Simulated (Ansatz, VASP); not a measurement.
Two plane-wave programs on Cs

```
Cs
1.0
    -2.75008    2.75008    4.09724
     2.75008   -2.75008    4.09724
     2.75008    2.75008   -4.09724
Cs
1
Direct
  0.00000 0.00000 0.00000
```

Alike in both runs: functional r2SCAN; k mesh 11 × 11 × 11; no spin polarisation.

Ansatz relaxed the structure, and its values are those at the end. VASP's run is a single point on that final structure, the one shown.

```csv
,VASP,Ansatz
version,VASP 6.6.1,Ansatz 0.2.0
potentials or method,"VASP PAW PBE potentials, release 64 (Cs_sv)","plane waves, PAW"
plane-wave cutoff (eV),550,500
occupations,"methfessel-paxton of order 1, width 0.1 eV","cold, width 0.1 eV"
valence electrons in the cell,9,9
```

```tsv
	VASP	Ansatz	Ansatz less VASP
pressure (GPa)	0.0	0.0	0.00
```

VASP's potentials were made for PBE, not for r2SCAN.

Spin-orbit coupling is off throughout.
